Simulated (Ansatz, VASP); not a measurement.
**AlP: VASP beside Ansatz**

```xyz
2
Lattice="0.0000 2.7260 2.7260 2.7260 0.0000 2.7260 2.7260 2.7260 0.0000" Properties=species:S:1:pos:R:3 pbc="T T T"
Al    0.0000    0.0000    0.0000
P     4.0890    4.0890    4.0890
```

Alike in both runs: functional PBE; dispersion D3(BJ); k mesh 8 × 8 × 8; occupations gaussian, width 0.02 eV; no spin polarisation.

Ansatz relaxed the structure, and its values are those at the end. VASP's run is a single point on that final structure, the one shown.

```csv
,VASP,Ansatz
version,VASP 6.6.1,Ansatz 0.2.0
potentials or method,"VASP PAW PBE potentials, release 64 (Al, P), cutoff 520 eV","scalar-relativistic, plane waves, PAW"
valence electrons in the cell,8,8
```

```tsv
	VASP	Ansatz	Ansatz less VASP
gap on the k mesh at the Fermi level (eV)	1.57	1.57	+0.002
least direct gap on the mesh (eV)	3.34	3.35	+0.002
pressure (GPa)	-0.1	0.0	+0.10
```
